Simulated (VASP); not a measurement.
# LiH in VASP: a series of runs, part 2 of 2

VASP 6.6.1.

### 4 Single point, r2SCAN (epitaxial 111 strain +5.7%)

Input file POSCAR:

```
LiH
1.0
   -0.0998838136      2.1668666142      2.1668666142
    2.1668666142     -0.0998838136      2.1668666142
    2.1668666142      2.1668666142     -0.0998838136
Li H
1 1
Direct
   -0.0033600337     -0.0033600337     -0.0033600337
    0.2533600337      0.2533600337      0.2533600337
```

Input file INCAR.step1:

```
PREC = Accurate
ENCUT = 520
ISMEAR = 0
SIGMA = 0.01
LREAL = False
LASPH = True
NELM = 80
NBANDS = 9
GGA = PE
ALGO = Normal
EDIFF = 1E-4
LWAVE = True
LCHARG = False
```

Input file INCAR.step2:

```
PREC = Accurate
ENCUT = 520
EDIFF = 1E-7
ISMEAR = 0
SIGMA = 0.01
LREAL = False
LASPH = True
NELM = 80
ALGO = Normal
ISIF = 2
LWAVE = False
LCHARG = True
METAGGA = R2SCAN
LMIXTAU = True
LELF = True
LVHAR = True
NBANDS = 9
ISTART = 1
```

Input file KPOINTS:

```
Automatic mesh
0
Gamma
  10 10 10
```

Potentials or basis: VASP PAW PBE potentials, release 64 (Li_sv, H).

Launch:

```bash
> cat potpaw_PBE.64/Li_sv/POTCAR potpaw_PBE.64/H/POTCAR > POTCAR
> cp INCAR.step1 INCAR
> mpirun -np 1 vasp_std > vasp.out
> cp INCAR.step2 INCAR
> mpirun -np 1 vasp_std > vasp.out
```

OUTCAR:

```text
PREC = Accurate
   ENCUT = 520
   EDIFF = 1E-7
   ISMEAR = 0
   LREAL = False
   LASPH = True
   NELM = 80
   ISIF = 2
   METAGGA = R2SCAN
   ISTART = 1

 ion  position               nearest neighbor table
   1  0.997  0.997  0.997-
   2  0.253  0.253  0.253-

  LATTYP: Found a trigonal (rhomboedric) cell.
 ALAT       =     3.0660395666
 COS(alpha) =     0.4534223077

  Lattice vectors:

[... 471 lines left out ...]
      9      25.9748      0.00000

 [... further k-points ...]

------------------------ aborting loop because EDIFF is reached ----------------------------------------

  FORCE on cell =-STRESS in cart. coord.  units (eV):
  Direction    XX          YY          ZZ          XY          YZ          ZX
  --------------------------------------------------------------------------------------
  -------------------------------------------------------------------------------------
  Total       -0.3424803     -0.3424803     -0.3424803      0.1493760      0.1493760      0.1493760
  in kB      -25.2233811    -25.2233811    -25.2233811     11.0014143     11.0014143     11.0014143
  external PRESSURE =     -25.2233811 kB  Pullay stress =       0.0000000 kB

 VOLUME and BASIS-vectors are now :
 -----------------------------------------------------------------------------
  energy-cutoff  :      520.00
  volume of cell :       21.75
      direct lattice vectors                 reciprocal lattice vectors
    -0.099883814  2.166866614  2.166866614    -0.215376219  0.225783949  0.225783949
     2.166866614 -0.099883814  2.166866614     0.225783949 -0.215376219  0.225783949
     2.166866614  2.166866614 -0.099883814     0.225783949  0.225783949 -0.215376219

 POSITION                                       TOTAL-FORCE (eV/Angst)
 -----------------------------------------------------------------------------------
      4.21962      4.21962      4.21962         0.003079      0.003079      0.003079
      1.07269      1.07269      1.07269        -0.003079     -0.003079     -0.003079
 -----------------------------------------------------------------------------------
    total drift:                                0.013281      0.013281      0.013282

  FREE ENERGIE OF THE ION-ELECTRON SYSTEM (eV)
  ---------------------------------------------------
  free  energy   TOTEN  =        -6.6838019753 eV

  energy  without entropy=       -6.6838019753  energy(sigma->0) =       -6.68380198
```

OUTCAR.step1:

```text
PREC = Accurate
   ENCUT = 520
   ISMEAR = 0
   LREAL = False
   LASPH = True
[... 510 lines left out ...]
      4.21962      4.21962      4.21962        -0.000911     -0.000911     -0.000911
      1.07269      1.07269      1.07269         0.000911      0.000911      0.000911
 -----------------------------------------------------------------------------------
    total drift:                                0.001082      0.001082      0.001082

  FREE ENERGIE OF THE ION-ELECTRON SYSTEM (eV)
  ---------------------------------------------------
  free  energy   TOTEN  =        -6.0052019185 eV

  energy  without entropy=       -6.0052019185  energy(sigma->0) =       -6.00520192
```

It took 2.3 min on 1 thread of AMD EPYC 7R43 (Zen 3), shared host; peak memory 0.11 GiB.

Results:

```yaml
Free_energy: -6.6838 eV
Largest_force: 0.005 eV/Å
Band_gap_on_the_k_mesh: 4.54 eV, indirect (least direct gap 5.47 eV)
```

Forces on the atoms (eV/Å):
```
Li   0.003  0.003  0.003
H   -0.003 -0.003 -0.003
```

Caveat: the cell differs from its parent crystal (epitaxial 111 strain +5.7%); the cutoff is under 1.25 times the usual one of these potentials, so pressure, stress and relaxed cells hold a basis-set (Pulay) error; the PAW data sets were made with another functional, which shifts forces and pressure a little. A k mesh can miss the band edges.

### 5 Single point, r2SCAN (shear xy strain -2.0%)

Input file POSCAR:

```
LiH
1.0
   -0.0218802445      2.1451220099      2.1451220099
    2.1451220099     -0.0218802445      2.1451220099
    2.1232417654      2.1232417654      0.0000000000
Li H
1 1
Direct
   -0.0016352667     -0.0016352667      0.0016352667
    0.2516352667      0.2516352667      0.2483647333
```

Input file INCAR.step1:

```
SYSTEM = LiH
ALGO = Normal
EDIFF = 1E-4
ENCUT = 520
GGA = PE
ISMEAR = 0
LASPH = .TRUE.
LCHARG = .FALSE.
LREAL = .FALSE.
LWAVE = .TRUE.
NBANDS = 9
NELM = 100
PREC = Accurate
SIGMA = 0.01
```

Input file INCAR.step2:

```
SYSTEM = LiH
ALGO = Normal
EDIFF = 1E-6
ENCUT = 520
ISIF = 2
ISMEAR = 0
ISTART = 1
LASPH = .TRUE.
LCHARG = .FALSE.
LMIXTAU = .TRUE.
LREAL = .FALSE.
LWAVE = .FALSE.
METAGGA = R2SCAN
NBANDS = 9
NELM = 100
PREC = Accurate
SIGMA = 0.01
```

Input file KPOINTS:

```
k-points
0
G
  10 10 10
  0 0 0
```

Launch:

```bash
> cat potpaw_PBE.64/Li_sv/POTCAR potpaw_PBE.64/H/POTCAR > POTCAR
> cp INCAR.step1 INCAR
> mpirun -np 1 vasp_std > vasp.out
> cp INCAR.step2 INCAR
> mpirun -np 1 vasp_std > vasp.out
```

Run time: 3.1 min. Hardware: 1 thread of AMD EPYC 7R43 (Zen 3), shared host; peak memory 0.11 GiB.

Results (log left out):

```yaml
Free_energy: -6.7095 eV
Largest_force: 0.014 eV/Å
Band_gap_on_the_k_mesh: 4.78 eV, indirect (least direct gap 5.82 eV)
```

Forces in eV/Å, atoms in the order of the input:
```
Li   0.000  0.000  0.014
H    0.000  0.000 -0.014
```

Levels at points of the mesh, in eV from the valence-band top:
```csv
k point,band 1,band 2,band 3,band 4,band 5
"(0.00, 0.00, 0.00)",-44.69,-3.65,14.14,18.64,18.92
"(0.50, 0.00, 0.00)",-44.67,-1.09,4.78,16.30,16.47
"(0.50, 0.50, 0.00)",-44.66,-0.30,7.86,10.80,11.27
"(0.00, 0.00, 0.50)",-44.67,-0.96,4.85,16.06,16.21
"(0.50, 0.00, 0.50)",-44.66,-0.30,7.87,10.79,11.57
```

Caveat: the cell differs from its parent crystal (shear xy strain -2.0%); the cutoff is under 1.25 times the usual one of these potentials, so pressure, stress and relaxed cells hold a basis-set (Pulay) error; the PAW data sets were made with another functional, which shifts forces and pressure a little.

### 6 The runs side by side

```tsv
level	cell	smearing	gap on the mesh (eV)	largest force (eV/Å)
PBE	a = 3.066 Å, angles 63.0°, 2 atoms	fermi-dirac 0.02 eV	3.97	-
PBE	a = 3.034, b = 3.034, c = 3.003 Å, angles 60.3, 60.3, 60.7°, 2 atoms	fermi-dirac 0.02 eV	4.20	-
r2SCAN	a = 3.066 Å, angles 63.0°, 2 atoms	gaussian 0.01 eV	4.54	0.01
r2SCAN	a = 3.034, b = 3.034, c = 3.003 Å, angles 60.3, 60.3, 60.7°, 2 atoms	gaussian 0.01 eV	4.78	0.01
```

Alike in all rows: task single point; potentials or basis VASP PAW PBE potentials, release 64 (Li_sv, H); no spin polarisation; k mesh 10 × 10 × 10; cutoff (eV) 520.

Caveats: the cutoff is under 1.25 times the usual one of these potentials, so pressure, stress and relaxed cells hold a basis-set (Pulay) error; the PAW data sets were made with another functional, which shifts forces and pressure a little (some runs).

Absolute energies hang on the potentials; compare differences alone.
